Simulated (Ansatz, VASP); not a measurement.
**Two plane-wave programs on Ru**

POSCAR

```
Ru
1.0
    0.0000000000      1.9181273868      1.9181273868
    1.9181273868      0.0000000000      1.9181273868
    1.9181273868      1.9181273868      0.0000000000
Ru
1
Direct
    0.0000000000      0.0000000000      0.0000000000
```

The input INCAR.step1:

```
SYSTEM = Ru
PREC     = Accurate       ! precision mode
ENCUT    = 660            ! plane-wave cutoff, eV
ISMEAR   = -1             ! smearing method
SIGMA    = 0.1            ! smearing width, eV
LREAL    = .FALSE.        ! projectors in reciprocal space
LASPH    = .TRUE.         ! aspherical terms in the spheres
NELM     = 120            ! most SCF steps
NBANDS   = 14             ! bands
GGA      = PE             ! functional
ALGO     = Normal         ! electronic algorithm
EDIFF    = 1E-5           ! SCF threshold, eV
LWAVE    = .TRUE.         ! write WAVECAR
LCHARG   = .FALSE.        ! write CHGCAR
GGA_COMPAT= .FALSE.
```

The input INCAR.step2:

```
SYSTEM = Ru
PREC     = Accurate       ! precision mode
ENCUT    = 660            ! plane-wave cutoff, eV
EDIFF    = 1E-6           ! SCF threshold, eV
ISMEAR   = -1             ! smearing method
SIGMA    = 0.1            ! smearing width, eV
LREAL    = .FALSE.        ! projectors in reciprocal space
LASPH    = .TRUE.         ! aspherical terms in the spheres
NELM     = 120            ! most SCF steps
ALGO     = Normal         ! electronic algorithm
ISIF     = 2              ! what is computed and relaxed
LWAVE    = .FALSE.        ! write WAVECAR
LCHARG   = .FALSE.        ! write CHGCAR
METAGGA  = R2SCAN         ! meta-GGA
LMIXTAU  = .TRUE.       
NBANDS   = 14             ! bands
ISTART   = 1            
GGA_COMPAT= .FALSE.
```

The input KPOINTS:

```
regular mesh
0
G
  16 16 16
  0 0 0
```

Input for Ansatz:

```yaml
crystal:
  lattice:
    - [0.0, 1.9181273868, 1.9181273868]
    - [1.9181273868, 0.0, 1.9181273868]
    - [1.9181273868, 1.9181273868, 0.0]
  atoms:
    - { symbol: Ru, position: [0.0, 0.0, 0.0] }
hamiltonian:
  xc: r2scan
  pseudopotentials:
    kind: paw
    azcp:
      Ru: "pseudopotentials/Ru.paw.azcp"
basis:
  ecutwfc: 500
  fft_grid_basis: typed
kpoints:
  mp_grid: { grid: [16, 16, 16], shift: [0, 0, 0] }
magnetization:
  spin_polarized: false
scf:
  occupations: { method: fermi_dirac, width: 0.1 }
  lower_state_search: "off"
output:
  stress: true
  write_density: true
  write_potential: true
  elf: true
  volumetric_format: npy
```

Alike in both runs: task single point; functional r2SCAN; k mesh 16 × 16 × 16; occupations fermi-dirac, width 0.1 eV; no spin polarisation.

```csv
,VASP,Ansatz
version,VASP 6.6.1,Ansatz 0.2.0
potentials or method,"VASP PAW PBE potentials, release 64 (Ru_sv), cutoff 660 eV","plane waves (500 eV) with PAW, scalar-relativistic"
valence electrons in the cell,16,16
```

|  | VASP | Ansatz | Ansatz less VASP |
| --- | --- | --- | --- |
| pressure (GPa) | -11.8 | -11.9 | -0.10 |

VASP's potentials were made for PBE, not for r2SCAN. The functional is the same, so the differences come from potentials, cutoffs and numerics.
